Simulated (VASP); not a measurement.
# SiNi3 (Pm-3m) in VASP: notebook, part 2 of 2

VASP 6.6.1. The steps go on from the part before.

**3. Single point, PBE, collinear spin, zero start**

Contents of INCAR:

```
PREC = Accurate ; ENCUT = 520
EDIFF = 1E-6 ; ISMEAR = -1
SIGMA = 0.05 ; LREAL = False
LASPH = True ; NELM = 150
ALGO = Normal ; ISIF = 2
LWAVE = False ; LCHARG = False
ISPIN = 2 ; MAGMOM = 0 0 0 0
LORBIT = 11 ; NUPDOWN = 0.0
LMAXMIX = 4 ; GGA = PE
NBANDS = 29
```

Contents of KPOINTS:

```
Automatic mesh
0
Gamma
  7 7 7
```

Contents of POSCAR:

```
SiNi3
1.0
    3.5420000000      0.0000000000      0.0000000000
    0.0000000000      3.5420000000      0.0000000000
    0.0000000000      0.0000000000      3.5420000000
Si Ni
1 3
Direct
    0.0000000000      0.0000000000      0.0000000000
    0.0000000000      0.5000000000      0.5000000000
    0.5000000000      0.0000000000      0.5000000000
    0.5000000000      0.5000000000      0.0000000000
```

Potentials or basis: VASP PAW PBE potentials, release 64 (Si, Ni).

Run with:

```sh
$ cat potpaw_PBE.64/Si/POTCAR potpaw_PBE.64/Ni/POTCAR > POTCAR
$ mpirun -np 1 vasp_std > vasp.out
```

OUTCAR:

```text
PREC = Accurate
   ENCUT = 520
   EDIFF = 1E-6
   ISMEAR = -1
   LREAL = False
   LASPH = True
   NELM = 150
   ISIF = 2
   ISPIN = 2
   LORBIT = 11
   NUPDOWN = 0.0
   GGA = PE

 ion  position               nearest neighbor table
   1  0.000  0.000  0.000-   2 2.50   3 2.50   4 2.50   2 2.50   3 2.50   2 2.50   4 2.50   2 2.50
                             3 2.50   4 2.50   3 2.50   4 2.50
   2  0.000  0.500  0.500-   1 2.50   3 2.50   4 2.50   1 2.50   4 2.50   1 2.50   3 2.50   1 2.50
                             3 2.50   4 2.50   4 2.50   3 2.50
   3  0.500  0.000  0.500-   1 2.50   2 2.50   4 2.50   1 2.50   4 2.50   2 2.50   4 2.50   4 2.50
                             1 2.50   2 2.50   1 2.50   2 2.50
   4  0.500  0.500  0.000-   1 2.50   2 2.50   3 2.50   2 2.50   3 2.50   1 2.50   3 2.50   3 2.50
                             1 2.50   2 2.50   2 2.50   1 2.50

  LATTYP: Found a simple cubic cell.
 ALAT       =     3.5420000000

  Lattice vectors:

 A1 = (   3.5420000000,   0.0000000000,   0.0000000000)
 A2 = (   0.0000000000,   3.5420000000,   0.0000000000)
 A3 = (   0.0000000000,   0.0000000000,   3.5420000000)

Analysis of symmetry for initial positions (statically):
=====================================================================
 Subroutine PRICEL returns:
 Original cell was already a primitive cell.

 Routine SETGRP: Setting up the symmetry group for a
 simple cubic supercell.

 Subroutine GETGRP returns: Found 48 space group operations
 (whereof 48 operations were pure point group operations)
 out of a pool of 48 trial point group operations.

The static configuration has the point symmetry O_h .

Analysis of symmetry for dynamics (positions and initial velocities):
=====================================================================
 Subroutine PRICEL returns:
 Original cell was already a primitive cell.

 Routine SETGRP: Setting up the symmetry group for a
 simple cubic supercell.
[... 164 lines left out ...]
  free energy    TOTEN  =       -23.66698843 eV

  energy without entropy =      -23.65246478  energy(sigma->0) =      -23.65972661

 E-fermi :  10.2122     XC(G=0): -12.9308

 val. band max:       10.1209410067   @ k =   0.1429   0.1429   0.1429
 cond. band min:      10.2307219531   @ k =   0.0000   0.0000   0.0000
 fundamental gap:      0.1097809465
 Fermi energy:        10.2122059456

 spin component 1

 k-point     1 :       0.0000    0.0000    0.0000
  band No.  band energies     occupation
      1      -1.4828      1.00000
      2       5.5255      1.00000
      3       6.3342      1.00000
      4       6.3342      1.00000
      5       6.8315      1.00000
      6       6.8315      1.00000
[... 629 lines left out ...]
     28      28.1313      0.00000
     29      29.2360      0.00000
 Fermi energy:        10.2122024225

 spin component 2

 k-point     1 :       0.0000    0.0000    0.0000
  band No.  band energies     occupation
      1      -1.4828      1.00000
      2       5.5255      1.00000
      3       6.3342      1.00000
      4       6.3342      1.00000
      5       6.8315      1.00000
      6       6.8315      1.00000
[... 629 lines left out ...]
     28      28.1313      0.00000
     29      29.2360      0.00000

------------------------ aborting loop because EDIFF is reached ----------------------------------------

  FORCE on cell =-STRESS in cart. coord.  units (eV):
  Direction    XX          YY          ZZ          XY          YZ          ZX
  --------------------------------------------------------------------------------------
  -------------------------------------------------------------------------------------
  Total       -1.6646181     -1.6646181     -1.6646181      0.0000000      0.0000000      0.0000000
  in kB      -60.0177250    -60.0177250    -60.0177250      0.0000000      0.0000000      0.0000000
  external PRESSURE =     -60.0177250 kB  Pullay stress =       0.0000000 kB

 VOLUME and BASIS-vectors are now :
 -----------------------------------------------------------------------------
  energy-cutoff  :      520.00
  volume of cell :       44.44
      direct lattice vectors                 reciprocal lattice vectors
     3.542000000  0.000000000  0.000000000     0.282326369  0.000000000  0.000000000
     0.000000000  3.542000000  0.000000000     0.000000000  0.282326369  0.000000000
     0.000000000  0.000000000  3.542000000     0.000000000  0.000000000  0.282326369

 POSITION                                       TOTAL-FORCE (eV/Angst)
 -----------------------------------------------------------------------------------
      0.00000      0.00000      0.00000         0.000000      0.000000      0.000000
      0.00000      1.77100      1.77100         0.000000      0.000000      0.000000
      1.77100      0.00000      1.77100         0.000000      0.000000      0.000000
      1.77100      1.77100      0.00000         0.000000      0.000000      0.000000
 -----------------------------------------------------------------------------------
    total drift:                                0.000000      0.000000      0.000000

  FREE ENERGIE OF THE ION-ELECTRON SYSTEM (eV)
  ---------------------------------------------------
  free  energy   TOTEN  =       -23.6669884305 eV

  energy  without entropy=      -23.6524647833  energy(sigma->0) =      -23.65972661

 total charge

# of ion       s       p       d       tot
------------------------------------------
    1        0.730   0.804   0.000   1.534
    2        0.471   0.539   8.394   9.404
    3        0.471   0.539   8.394   9.404
    4        0.471   0.539   8.394   9.404
--------------------------------------------------
tot          2.143   2.420  25.183  29.747

 magnetization (x)

# of ion       s       p       d       tot
------------------------------------------
    1       -0.000  -0.000   0.000  -0.000
    2       -0.000   0.000  -0.000  -0.000
    3       -0.000   0.000  -0.000  -0.000
    4       -0.000   0.000  -0.000  -0.000
--------------------------------------------------
tot         -0.000  -0.000  -0.000  -0.000
```

OSZICAR:

```text
N       E                     dE             d eps       ncg     rms          rms(c)
DAV:   1     0.206861834635E+03    0.20686E+03   -0.14762E+04  2376   0.155E+03
DAV:   2    -0.129302175786E+02   -0.21979E+03   -0.20369E+03  2320   0.300E+02
DAV:   3    -0.270772485847E+02   -0.14147E+02   -0.13377E+02  2580   0.916E+01
DAV:   4    -0.273336954649E+02   -0.25645E+00   -0.25588E+00  2601   0.121E+01
DAV:   5    -0.273409735466E+02   -0.72781E-02   -0.72774E-02  2809   0.179E+00    0.190E+01
DAV:   6    -0.275146273332E+02   -0.17365E+00   -0.24794E+01  2758   0.890E+01    0.178E+01
DAV:   7    -0.237506898163E+02    0.37639E+01   -0.94405E+00  2853   0.501E+01    0.360E+00
DAV:   8    -0.236791846475E+02    0.71505E-01   -0.22515E-01  2956   0.376E+00    0.115E+00
DAV:   9    -0.236683790223E+02    0.10806E-01   -0.10225E-02  3444   0.110E+00    0.393E-01
DAV:  10    -0.236669967269E+02    0.13823E-02   -0.11670E-03  2794   0.287E-01    0.108E-01
DAV:  11    -0.236670057125E+02   -0.89856E-05   -0.15826E-04  2926   0.109E-01    0.438E-02
DAV:  12    -0.236669925046E+02    0.13208E-04   -0.13155E-05  2640   0.353E-02    0.137E-02
DAV:  13    -0.236669893622E+02    0.31424E-05   -0.20992E-06  2586   0.153E-02    0.605E-03
DAV:  14    -0.236669884305E+02    0.93168E-06   -0.43609E-07  1412   0.480E-03
   1 F= -.23666988E+02 E0= -.23659727E+02  d E =-.145236E-01  mag=    -0.0000
```

It took 59 s on 1 thread of Intel Xeon Platinum 8488C (Sapphire Rapids), shared host; peak memory 0.19 GiB.

Results:

```
Free energy                                           : -23.6670 eV
Pressure                                              : -6.0 GPa
Net moment                                            : 0.00 μB per cell
Valence electrons inside the program's atomic spheres : Si 1.53; Ni 9.40
```

Caveat: the total moment is fixed, so each spin has its own Fermi level.

**4. Single point, PBE, collinear spin, zero start**

Contents of INCAR:

```
SYSTEM = SiNi3
  ALGO = Normal
  EDIFF = 1E-6
  ENCUT = 520
  GGA = PE
  ISIF = 2
  ISMEAR = -1
  ISPIN = 2
  LASPH = .TRUE.
  LCHARG = .TRUE.
  LELF = .TRUE.
  LMAXMIX = 4
  LORBIT = 11
  LREAL = .FALSE.
  LVHAR = .TRUE.
  LWAVE = .FALSE.
  MAGMOM = 0 0 0 0
  NBANDS = 29
  NELM = 150
  NUPDOWN = 0.0
  PREC = Accurate
  SIGMA = 0.05
```

Contents of KPOINTS:

```
k-points
0
G
  7 7 7
  0 0 0
```

POSCAR is that of step 3.

Potentials or basis: VASP PAW PBE potentials, release 64 (Si, Ni).

Run with:

```sh
$ cat potpaw_PBE.64/Si/POTCAR potpaw_PBE.64/Ni/POTCAR > POTCAR
$ mpirun -np 1 vasp_std > vasp.out
```

OUTCAR:

```text
SYSTEM = SiNi3
   EDIFF = 1E-6
   ENCUT = 520
   GGA = PE
   ISIF = 2
   ISMEAR = -1
   ISPIN = 2
   LASPH = .TRUE.
   LORBIT = 11
   LREAL = .FALSE.
   NELM = 150
   NUPDOWN = 0.0
   PREC = Accurate

 ion  position               nearest neighbor table
   1  0.000  0.000  0.000-   2 2.50   3 2.50   4 2.50   2 2.50   3 2.50   2 2.50   4 2.50   2 2.50
                             3 2.50   4 2.50   3 2.50   4 2.50
   2  0.000  0.500  0.500-   1 2.50   3 2.50   4 2.50   1 2.50   4 2.50   1 2.50   3 2.50   1 2.50
                             3 2.50   4 2.50   4 2.50   3 2.50
[... 1511 lines left out ...]
     0.000000000  3.542000000  0.000000000     0.000000000  0.282326369  0.000000000
     0.000000000  0.000000000  3.542000000     0.000000000  0.000000000  0.282326369

 POSITION                                       TOTAL-FORCE (eV/Angst)
 -----------------------------------------------------------------------------------
      0.00000      0.00000      0.00000         0.000000      0.000000      0.000000
      0.00000      1.77100      1.77100         0.000000      0.000000      0.000000
      1.77100      0.00000      1.77100         0.000000      0.000000      0.000000
      1.77100      1.77100      0.00000         0.000000      0.000000      0.000000
 -----------------------------------------------------------------------------------
    total drift:                                0.000000      0.000000      0.000000

  FREE ENERGIE OF THE ION-ELECTRON SYSTEM (eV)
  ---------------------------------------------------
  free  energy   TOTEN  =       -23.6669884305 eV

  energy  without entropy=      -23.6524647833  energy(sigma->0) =      -23.65972661

 total charge

# of ion       s       p       d       tot
------------------------------------------
    1        0.730   0.804   0.000   1.534
    2        0.471   0.539   8.394   9.404
    3        0.471   0.539   8.394   9.404
    4        0.471   0.539   8.394   9.404
--------------------------------------------------
tot          2.143   2.420  25.183  29.747

 magnetization (x)

# of ion       s       p       d       tot
------------------------------------------
    1       -0.000  -0.000   0.000  -0.000
    2       -0.000   0.000  -0.000  -0.000
    3       -0.000   0.000  -0.000  -0.000
    4       -0.000   0.000  -0.000  -0.000
--------------------------------------------------
tot         -0.000  -0.000  -0.000  -0.000
```

stdout:

```text
POSCAR found type information on POSCAR SiNi
 POSCAR found :  2 types and       4 ions
 scaLAPACK will be used
 LDA part: xc-table for (Slater+PW92), standard interpolation
 POSCAR, INCAR and KPOINTS ok, starting setup
 FFT: planning ... GRIDC
 FFT: planning ... GRID_SOFT
 FFT: planning ... GRID
 WAVECAR not read
 entering main loop
```

Wall time 55 s (1 thread of Intel Xeon Platinum 8488C (Sapphire Rapids), shared host); peak memory 0.19 GiB.

What came out:

```yaml
Free_energy: -23.6670 eV
Pressure: -6.0 GPa
Net_moment: 0.00 μB per cell
Valence_electrons_inside_the_program's_atomic_spheres: Si 1.53; Ni 9.40
```

Caveat: the total moment is fixed, so each spin has its own Fermi level.

**5. Single point, PBE, collinear spin, ferromagnetic start**

Contents of INCAR:

```
  PREC = Accurate
  ENCUT = 520
  EDIFF = 1E-7
  ISMEAR = -1
  SIGMA = 0.05
  LREAL = False
  LASPH = True
  NELM = 150
  ALGO = Normal
  ISIF = 2
  LWAVE = False
  LCHARG = False
  ISPIN = 2
  MAGMOM = 0 1.5 1.5 1.5
  LORBIT = 11
  LMAXMIX = 4
  GGA = PE
  NBANDS = 29
```

Contents of KPOINTS:

```
Automatic mesh
0
Gamma
  7 7 7
```

POSCAR is that of step 4.

Run with:

```sh
$ cat potpaw_PBE.64/Si/POTCAR potpaw_PBE.64/Ni/POTCAR > POTCAR
$ mpirun -np 1 vasp_std > vasp.out
```

It took 69 s on 1 thread of Intel Xeon Platinum 8488C (Sapphire Rapids), shared host; peak memory 0.19 GiB.

Results (log left out):

| Item | Value |
| --- | --- |
| Free energy | -23.6670 eV |
| Pressure | -6.0 GPa |
| Band gap on the k mesh | zero (filled and empty bands overlap) |
| Net moment | 0.00 μB per cell |
| Valence electrons inside the program's atomic spheres | Si 1.53; Ni 9.40 |

Levels at points of the mesh, in eV from the Fermi level:
Spin up:
| k point | band 14 | band 15 | band 16 | band 17 | band 18 | band 19 | band 20 | band 21 |
| --- | --- | --- | --- | --- | --- | --- | --- | --- |
| (0.00, 0.00, 0.00) | -0.60 | -0.60 | -0.30 | 0.02 | 0.02 | 0.02 | 4.53 | 6.18 |
Spin down:
| k point | band 15 | band 16 | band 17 | band 18 | band 19 | band 20 |
| --- | --- | --- | --- | --- | --- | --- |
| (0.00, 0.00, 0.00) | -0.60 | -0.30 | 0.02 | 0.02 | 0.02 | 4.53 |

Caveat: the starting moments collapsed, and a magnetic state may lie lower.

**6. Single point, PBE, collinear spin, ferromagnetic start**

Contents of INCAR:

```
PREC     = Accurate       # precision mode
ENCUT    = 520            # plane-wave cutoff, eV
EDIFF    = 1E-6           # SCF threshold, eV
ISMEAR   = -1             # smearing method
SIGMA    = 0.05           # smearing width, eV
LREAL    = False          # projectors in reciprocal space
LASPH    = True           # aspherical terms in the spheres
NELM     = 150            # most SCF steps
ALGO     = Normal         # electronic algorithm
ISIF     = 2              # what is computed and relaxed
LWAVE    = False          # write WAVECAR
LCHARG   = False          # write CHGCAR
ISPIN    = 2              # spin polarisation
MAGMOM   = 0 0.05 0.05 0.05 # initial moments
LORBIT   = 11             # projections on sites
NUPDOWN  = 0.15           # fixed moment
LMAXMIX  = 4              # l up to which the mixer works
GGA      = PE             # functional
NBANDS   = 29             # bands
```

Contents of KPOINTS:

```
regular mesh
0
Gamma
  7 7 7
```

POSCAR is that of step 5.

Potentials or basis: VASP PAW PBE potentials, release 64 (Si, Ni).

Run with:

```sh
$ cat potpaw_PBE.64/Si/POTCAR potpaw_PBE.64/Ni/POTCAR > POTCAR
$ mpirun -np 1 vasp_std > vasp.out
```

Run time: 73 s. Hardware: 1 thread of Intel Xeon Platinum 8488C (Sapphire Rapids), shared host; peak memory 0.18 GiB.

It converged, with:

- Free energy: -23.6633 eV
- Pressure: -5.9 GPa
- Net moment: 0.15 μB per cell
- Site moments: Si -0.00; Ni +0.05 μB
- Valence electrons inside the program's atomic spheres: Si 1.53; Ni 9.40

Caveat: the total moment is fixed, so each spin has its own Fermi level.

**7. Summary**

| spin | fixed moment (μB) | pressure (GPa) | moment (μB) |
| --- | --- | --- | --- |
| off | - | -6.0 | - |
| collinear, zero start | 0.0 | -6.0 | 0.00 |
| collinear, ferromagnetic start | 0.15 | -5.9 | 0.15 |

Alike in all rows: task single point; level PBE; potentials or basis VASP PAW PBE potentials, release 64 (Si, Ni); cell as given; k mesh 7 × 7 × 7; cutoff (eV) 520; smearing fermi-dirac 0.05 eV.

Caveats: the total moment is fixed, so each spin has its own Fermi level (some runs).

Total energies depend on the potentials used, so only differences within one code and one set of settings carry meaning.
